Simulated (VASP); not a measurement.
A run of VASP 6.6.1 is set up as follows.

File INCAR:

```
SYSTEM = Si2Mo
  PREC = Accurate
  ENCUT = 520
  EDIFF = 1E-7
  ISMEAR = -1
  SIGMA = 0.05
  LREAL = .False.
  LASPH = .True.
  NELM = 80
  ALGO = Normal
  ISIF = 2
  LWAVE = .False.
  LCHARG = .True.
  GGA = PS
  LELF = .True.
  LVHAR = .True.
  NBANDS = 18
```

KPOINTS

```
regular mesh
0
Gamma
  10 10 10
  0 0 0
```

File POSCAR:

```
Si2Mo
1.0
   -1.6000000000      1.6000000000      3.9698050000
    1.6000000000     -1.6000000000      3.9698050000
    1.6000000000      1.6000000000     -3.9698050000
Mo Si
1 2
Direct
    0.0000000000      0.0000000000      0.0000000000
    0.6642798609      0.6642798609      0.0000000000
    0.3357201391      0.3357201391      0.0000000000
```

Potentials or basis: VASP PAW PBE potentials, release 64 (Mo_sv, Si).

Run with:

```sh
$ cat potpaw_PBE.64/Mo_sv/POTCAR potpaw_PBE.64/Si/POTCAR > POTCAR
$ mpirun -np 1 vasp_std > vasp.out
```

Predict the pressure.

-4.2 GPa.

Predict the band gap on the k mesh.

zero (bands 11 and 12 overlap by 0.87 eV).

What does it give for the largest force?

0.009 eV/Å.

Forces in eV/Å, atoms in the order of the input:
```
Mo   0.000  0.000  0.000
Si   0.000  0.000  0.009
Si   0.000  0.000 -0.009
```

Caveat: the cell stands under tension; the PAW data sets were made with another functional, which shifts forces and pressure a little.
